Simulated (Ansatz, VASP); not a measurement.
## Be: VASP beside Ansatz

The input INCAR:

```
PREC = Accurate
ENCUT = 520
EDIFF = 1E-7
ISMEAR = -1
SIGMA = 0.05
LREAL = F
LASPH = T
NELM = 60
ALGO = Normal
ISIF = 2
LWAVE = F
LCHARG = F
GGA = PS
NBANDS = 7
```

The input KPOINTS:

```
regular mesh
0
Gamma
  23 23 23
```

File POSCAR:

```
Be
1.0
    0.0000000000      1.2892546970      1.2892546970
    1.2892546970      0.0000000000      1.2892546970
    1.2892546970      1.2892546970      0.0000000000
Be
1
Direct
    0.0000000000      0.0000000000      0.0000000000
```

Input for Ansatz:

```yaml
crystal:
  lattice:
    - [0.0, 1.289254697, 1.289254697]
    - [1.289254697, 0.0, 1.289254697]
    - [1.289254697, 1.289254697, 0.0]
  atoms:
    - { symbol: Be, position: [0.0, 0.0, 0.0] }
kpoints:
  mp_grid: { grid: [23, 23, 23] }
scf:
  occupations: { method: fermi_dirac, width: 0.05 }
hamiltonian:
  xc: pbesol
  pseudopotentials: { kind: all_electron, lapw: { basis_error: 0.001 } }
output:
  forces: true
  stress: true
  eigenvalues: true
  populations: true
```

Change from the starting cell: volume scaled by 0.55, LAPW.

Alike in both runs: task single point; functional PBEsol; k mesh 23 × 23 × 23; occupations fermi-dirac, width 0.05 eV; no spin polarisation.

|  | VASP | Ansatz |
| --- | --- | --- |
| version | VASP 6.6.1 | Ansatz 0.2.0 |
| potentials or method | VASP PAW PBE potentials, release 64 (Be), cutoff 520 eV | all-electron LAPW, scalar-relativistic |

|  | VASP | Ansatz | Ansatz less VASP |
| --- | --- | --- | --- |
| pressure (GPa) | 200.8 | 197.9 | -2.91 |

VASP's potentials were made for PBE, not for PBEsol. Both programs put the cell under a high pressure, so it lies far from rest at this level. Ansatz ran all-electron here, and VASP with PAW potentials.

Noted on VASP's run: the cell as given lies far from equilibrium.
